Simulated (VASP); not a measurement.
# TiO2 (P4_2/mnm) in VASP: single point with r2SCAN

Aim: the single point of TiO2 with r2SCAN.

Program: VASP 6.6.1. These are calculated values, not measurements. Logs are shortened: lines on timing, memory, paths and dates and some standing lists are left out, and cuts for length are marked.

## 1. The cell of the first run

It takes space group P4_2/mnm (No. 136, tetragonal). Conventional cell: a = 4.592 Å, b = 4.592 Å, c = 2.957 Å, α = 90.00°, β = 90.00°, γ = 90.00°. Within 2.6 Å of Ti (site symmetry mmm) lie 6 O at 1.95 to 1.98 Å. O (site symmetry m2m) has 3 Ti at 1.95 to 1.98 Å and 1 O at 2.53 Å within 2.6 Å.

## 2. Single point, r2SCAN

File POSCAR:

```
TiO2
1.0
    4.5922000000      0.0000000000      0.0000000000
    0.0000000000      4.5922000000      0.0000000000
    0.0000000000      0.0000000000      5.9148000000
Ti O
4 8
Direct
    0.0000000000      0.0000000000      0.0000000000
    0.5000000000      0.5000000000      0.2500000000
    0.0000000000      0.0000000000      0.5000000000
    0.5000000000      0.5000000000      0.7500000000
    0.3049599996      0.3049599996      0.0000000000
    0.1950400004      0.8049599996      0.2500000000
    0.6950400004      0.6950400004      0.0000000000
    0.8049599996      0.1950400004      0.2500000000
    0.3049599996      0.3049599996      0.5000000000
    0.1950400004      0.8049599996      0.7500000000
    0.6950400004      0.6950400004      0.5000000000
    0.8049599996      0.1950400004      0.7500000000
```

File INCAR.step1:

```
ALGO     = Normal         # electronic algorithm
EDIFF    = 1E-5           # SCF threshold, eV
ENCUT    = 660            # plane-wave cutoff, eV
GGA      = PE             # functional
GGA_COMPAT= False        
ISMEAR   = 0              # smearing method
LASPH    = True           # aspherical terms in the spheres
LCHARG   = False          # write CHGCAR
LREAL    = False          # projectors in reciprocal space
LWAVE    = True           # write WAVECAR
NBANDS   = 60             # bands
NELM     = 120            # most SCF steps
PREC     = Accurate       # precision mode
SIGMA    = 0.02           # smearing width, eV
```

File INCAR.step2:

```
ALGO     = Normal         # electronic algorithm
EDIFF    = 1E-6           # SCF threshold, eV
ENCUT    = 660            # plane-wave cutoff, eV
GGA_COMPAT= False        
ISIF     = 2              # what is computed and relaxed
ISMEAR   = 0              # smearing method
ISTART   = 1            
LASPH    = True           # aspherical terms in the spheres
LCHARG   = False          # write CHGCAR
LMIXTAU  = True         
LREAL    = False          # projectors in reciprocal space
LWAVE    = False          # write WAVECAR
METAGGA  = R2SCAN         # meta-GGA
NBANDS   = 60             # bands
NELM     = 120            # most SCF steps
PREC     = Accurate       # precision mode
SIGMA    = 0.02           # smearing width, eV
```

File KPOINTS:

```
Automatic mesh
0
Gamma
  2 2 1
  0.5 0.5 0.5
```

Potentials or basis: VASP PAW PBE potentials, release 64 (Ti_sv, O).

The run is started by

```bash
$ cat potpaw_PBE.64/Ti_sv/POTCAR potpaw_PBE.64/O/POTCAR > POTCAR
$ cp INCAR.step1 INCAR
$ mpirun -np 1 vasp_std > vasp.out
$ cp INCAR.step2 INCAR
$ mpirun -np 1 vasp_std > vasp.out
```

OUTCAR:

```text
EDIFF = 1E-6
   ENCUT = 660
   ISIF = 2
   ISMEAR = 0
   ISTART = 1
   LASPH = True
   LREAL = False
   METAGGA = R2SCAN
   NELM = 120
   PREC = Accurate

 ion  position               nearest neighbor table
   1  0.000  0.000  0.000-   6 1.95   8 1.95  10 1.95  12 1.95   7 1.98   5 1.98
   2  0.500  0.500  0.250-   5 1.95   7 1.95   9 1.95  11 1.95   6 1.98   8 1.98
   3  0.000  0.000  0.500-   6 1.95   8 1.95  10 1.95  12 1.95  11 1.98   9 1.98
   4  0.500  0.500  0.750-   5 1.95   7 1.95   9 1.95  11 1.95  10 1.98  12 1.98
   5  0.305  0.305  0.000-   2 1.95   4 1.95   1 1.98
   6  0.195  0.805  0.250-   1 1.95   3 1.95   2 1.98
   7  0.695  0.695  0.000-   2 1.95   4 1.95   1 1.98
   8  0.805  0.195  0.250-   1 1.95   3 1.95   2 1.98
   9  0.305  0.305  0.500-   2 1.95   4 1.95   3 1.98
  10  0.195  0.805  0.750-   1 1.95   3 1.95   4 1.98
  11  0.695  0.695  0.500-   2 1.95   4 1.95   3 1.98
  12  0.805  0.195  0.750-   1 1.95   3 1.95   4 1.98

  LATTYP: Found a simple tetragonal cell.
 ALAT       =     4.5922000000
 C/A-ratio  =     1.2880101041

  Lattice vectors:

 A1 = (   4.5922000000,   0.0000000000,   0.0000000000)
 A2 = (   0.0000000000,   4.5922000000,   0.0000000000)
 A3 = (   0.0000000000,   0.0000000000,   5.9148000000)

Analysis of symmetry for initial positions (statically):
=====================================================================
 Subroutine PRICEL returns following result:

  LATTYP: Found a simple tetragonal cell.
 ALAT       =     4.5922000000
 C/A-ratio  =     0.6440050520

  Lattice vectors:

 A1 = (   4.5922000000,   0.0000000000,   0.0000000000)
 A2 = (   0.0000000000,   4.5922000000,   0.0000000000)
 A3 = (   0.0000000000,   0.0000000000,   2.9574000000)

   2 primitive cells build up your supercell.

 Routine SETGRP: Setting up the symmetry group for a
 simple tetragonal supercell.

 Subroutine GETGRP returns: Found 16 space group operations
 (whereof  8 operations were pure point group operations)
 out of a pool of 16 trial point group operations.

The static configuration has the point symmetry D_2h.
 The point group associated with its full space group is D_4h.

Analysis of symmetry for dynamics (positions and initial velocities):
=====================================================================
 Subroutine PRICEL returns following result:

  LATTYP: Found a simple tetragonal cell.
 ALAT       =     4.5922000000
 C/A-ratio  =     0.6440050520

  Lattice vectors:

 A1 = (   4.5922000000,   0.0000000000,   0.0000000000)
 A2 = (   0.0000000000,   4.5922000000,   0.0000000000)
 A3 = (   0.0000000000,   0.0000000000,   2.9574000000)

   2 primitive cells build up your supercell.

 Routine SETGRP: Setting up the symmetry group for a
 simple tetragonal supercell.

 Subroutine GETGRP returns: Found 16 space group operations
 (whereof  8 operations were pure point group operations)
 out of a pool of 16 trial point group operations.

The dynamic configuration has the point symmetry D_2h.
 The point group associated with its full space group is D_4h.

 Subroutine INISYM returns: Found 16 space group operations
 (whereof  8 operations are pure point group operations),
 and found     2 'primitive' translations

----------------------------------------------------------------------------------------

                                     Primitive cell

  volume of cell :      62.3665

  direct lattice vectors                    reciprocal lattice vectors
     4.592200000  0.000000000  0.000000000     0.217760550  0.000000000  0.000000000
     0.000000000  4.592200000  0.000000000     0.000000000  0.217760550  0.000000000
     0.000000000  0.000000000  2.957400000     0.000000000  0.000000000  0.338134848

  length of vectors
     4.592200000  4.592200000  2.957400000     0.217760550  0.217760550  0.338134848

  position of ions in fractional coordinates (direct lattice)
     0.000000000  0.000000000  0.000000000
     0.500000000  0.500000000  0.500000000
     0.304960000  0.304960000  0.000000000
     0.195040000  0.804960000  0.500000000
     0.695040000  0.695040000  0.000000000
     0.804960000  0.195040000  0.500000000

  ion indices of the primitive-cell ions
   primitive index   ion index
                 1           1
                 2           2
                 3           5
                 4           6
                 5           7
                 6           8

----------------------------------------------------------------------------------------

 KPOINTS: Automatic mesh

Automatic generation of k-mesh.
 Grid dimensions read from file:
 generate k-points for:    2    2    1

 Generating k-lattice:

  Cartesian coordinates                     Fractional coordinates (reciprocal lattice)
     0.108880275  0.000000000  0.000000000     0.500000000  0.000000000  0.000000000
     0.000000000  0.108880275  0.000000000     0.000000000  0.500000000  0.000000000
     0.000000000  0.000000000  0.169067424     0.000000000  0.000000000  1.000000000

  Length of vectors
     0.108880275  0.108880275  0.169067424

  Shift w.r.t. Gamma in fractional coordinates (k-lattice)
     0.500000000  0.500000000  0.500000000

 Subroutine IBZKPT returns following result:
 ===========================================

 Found      1 irreducible k-points:

 Following reciprocal coordinates:
            Coordinates               Weight
  0.250000  0.250000  0.500000      4.000000
   k-points           NKPTS =      1   k-points in BZ     NKDIM =      1   number of bands    NBANDS=     60
   number of dos      NEDOS =    301   number of ions     NIONS =     12
   total plane-waves  NPLWV =  80000
   dimension x,y,z NGX =    40 NGY =   40 NGZ =   50
   dimension x,y,z NGXF=    80 NGYF=   80 NGZF=  100
   ions per type =               4   8
   NGX,Y,Z   is equivalent  to a cutoff of  14.48, 14.48, 14.05 a.u.
   NGXF,Y,Z  is equivalent  to a cutoff of  28.96, 28.96, 28.11 a.u.
 SYSTEM =  unknown system
   PREC   = accura    normal or accurate (medium, high low for compatibility)
   ISTART =      1    job   : 0-new  1-cont  2-samecut
   ICHARG =      0    charge: 1-file 2-atom 10-const
   ISPIN  =      1    spin polarized calculation?
   LNONCOLLINEAR =      F non collinear calculations
   LSORBIT =      F    spin-orbit coupling
   LASPH  =      T    aspherical Exc in radial PAW
   ENCUT  =  660.0 eV  48.51 Ry    6.96 a.u.   9.62  9.62 12.39*2*pi/ulx,y,z
   NELM   =    120;   NELMIN=  2; NELMDL=  0     # of ELM steps
   EDIFF  = 0.1E-05   stopping-criterion for ELM
   LREAL  =      F    real-space projection
   EDIFFG = 0.1E-04   stopping-criterion for IOM
   NSW    =      0    number of steps for IOM
   IBRION =     -1    ionic relax: 0-MD 1-quasi-New 2-CG
   NFREE  =      0    steps in history (QN), initial steepest desc. (CG)
   ISIF   =      2    stress and relaxation
   ISYM   =      2    0-nonsym 1-usesym 2-fastsym
   POTIM  = 0.5000    time-step for ionic-motion
   TEBEG  =    0.0;   TEEND  =   0.0 temperature during run
   PSTRESS=    0.0 pullay stress
   NELECT =      96.0000    total number of electrons
   NUPDOWN=      -1.0000    fix difference up-down
   EMIN   =  10.00;   EMAX   =-10.00  energy-range for DOS
   EFERMI =   0.00;   METHOD = LEGACY
   ISMEAR =     0;   SIGMA  =   0.02  broadening in eV -4-tet -1-fermi 0-gaus
   EFERMI_NEDOS =   21; number of points for ismear=-14 and -15
   IALGO  =     38    algorithm
   IMIX   =      4    mixing-type and parameters
     AMIX     =   0.40;   BMIX     =  1.00
     AMIX_MAG =   1.60;   BMIX_MAG =  1.00
  volume/ion in A,a.u.               =      10.39        70.15
  Fermi-wavevector in a.u.,A,eV,Ry     =   1.500277  2.835112 30.624403  2.250830
  Thomas-Fermi vector in A             =   2.611798
   LORBIT       =      0    0 simple, 1 ext, 2 COOP (PROOUT), +10 PAW based schemes
   METAGGA = R2SCAN    functional components
   LHFCALC =     F    Hartree Fock is set to
   AEXX    =    0.0000 exact exchange contribution
   IVDW    =     0    specifies the selected vdW correction
   LEPSILON=     F    determine dielectric tensor
   LRPA    =     F    only Hartree local field effects (RPA)
 non-spin polarized calculation
 Gauss-broadening in eV      SIGMA  =   0.02
  energy-cutoff  :      660.00
  volume of cell :      124.73
 maximum number of plane-waves:      4810
 NGX is ok and might be reduce to    40
   NGX = 19   NGY = 19   NGZ = 25

 number of electron      96.0000030 magnetization

 Free energy of the ion-electron system (eV)
  ---------------------------------------------------
  ext. energy  EPLUGINS =         0.00000000
  ---------------------------------------------------
  free energy    TOTEN  =      -140.10955333 eV

  energy without entropy =     -140.10955333  energy(sigma->0) =     -140.10955333

 E-fermi :   4.0999     XC(G=0): -12.1581

 val. band max:        3.8376984813   @ k =   0.2500   0.2500   0.5000
 cond. band min:       7.2382532044   @ k =   0.2500   0.2500   0.5000
 fundamental gap:      3.4005547231
 Fermi energy:         4.0999330025

 k-point     1 :       0.2500    0.2500    0.5000
  band No.  band energies     occupation
      1     -54.5102      2.00000
      2     -54.5102      2.00000
      3     -54.5038      2.00000
      4     -54.5038      2.00000
      5     -29.8330      2.00000
      6     -29.8330      2.00000
[... 52 lines left out ...]
     59       8.7666      0.00000
     60       8.7666      0.00000

------------------------ aborting loop because EDIFF is reached ----------------------------------------

  FORCE on cell =-STRESS in cart. coord.  units (eV):
  Direction    XX          YY          ZZ          XY          YZ          ZX
  --------------------------------------------------------------------------------------
  -------------------------------------------------------------------------------------
  Total        1.4315396      1.4315396     -1.0046592      0.0000000      0.0000000      0.0000000
  in kB       18.3879071     18.3879071    -12.9046933      0.0000000      0.0000000      0.0000000
  external PRESSURE =       7.9570403 kB  Pullay stress =       0.0000000 kB

 VOLUME and BASIS-vectors are now :
 -----------------------------------------------------------------------------
  energy-cutoff  :      660.00
  volume of cell :      124.73
      direct lattice vectors                 reciprocal lattice vectors
     4.592200000  0.000000000  0.000000000     0.217760550  0.000000000  0.000000000
     0.000000000  4.592200000  0.000000000     0.000000000  0.217760550  0.000000000
     0.000000000  0.000000000  5.914800000     0.000000000  0.000000000  0.169067424

 POSITION                                       TOTAL-FORCE (eV/Angst)
 -----------------------------------------------------------------------------------
      0.00000      0.00000      0.00000        -0.000000      0.000000     -0.000000
      2.29610      2.29610      1.47870        -0.000000      0.000000     -0.000000
      0.00000      0.00000      2.95740        -0.000000      0.000000     -0.000000
      2.29610      2.29610      4.43610        -0.000000      0.000000     -0.000000
      1.40044      1.40044      0.00000         0.150908      0.150908     -0.000000
      0.89566      3.69654      1.47870        -0.150908      0.150908     -0.000000
      3.19176      3.19176      0.00000        -0.150908     -0.150908      0.000000
      3.69654      0.89566      1.47870         0.150908     -0.150908     -0.000000
      1.40044      1.40044      2.95740         0.150908      0.150908     -0.000000
      0.89566      3.69654      4.43610        -0.150908      0.150908     -0.000000
      3.19176      3.19176      2.95740        -0.150908     -0.150908     -0.000000
      3.69654      0.89566      4.43610         0.150908     -0.150908      0.000000
 -----------------------------------------------------------------------------------
    total drift:                                0.000000      0.000000     -0.000000

  FREE ENERGIE OF THE ION-ELECTRON SYSTEM (eV)
  ---------------------------------------------------
  free  energy   TOTEN  =      -140.1095533298 eV

  energy  without entropy=     -140.1095533298  energy(sigma->0) =     -140.10955333
```

Wall time 89 s (1 thread of AMD EPYC 7R43 (Zen 3), shared host); peak memory 0.25 GiB.

Results:

```
Free energy   : -140.1096 eV
Pressure      : 0.8 GPa
Largest force : 0.213 eV/Å
```

Forces on the atoms (eV/Å):
```
Ti   0.000  0.000  0.000
Ti   0.000  0.000  0.000
Ti   0.000  0.000  0.000
Ti   0.000  0.000  0.000
O    0.151  0.151  0.000
O   -0.151  0.151  0.000
O   -0.151 -0.151  0.000
O    0.151 -0.151  0.000
O    0.151  0.151  0.000
O   -0.151  0.151  0.000
O   -0.151 -0.151  0.000
O    0.151 -0.151  0.000
```

Levels at points of the mesh, in eV from the Fermi level:
```csv
k point,band 44,band 45,band 46,band 47,band 48,band 49,band 50,band 51,band 52,band 53
"(0.25, 0.25, 0.50)",-1.22,-0.84,-0.84,-0.26,-0.26,3.14,3.14,3.50,3.50,3.84
```

Caveat: the k points lie up to 1.06 Å⁻¹ apart, too coarse for converged energies, forces and pressures; the PAW data sets were made with another functional, which shifts forces and pressure a little.
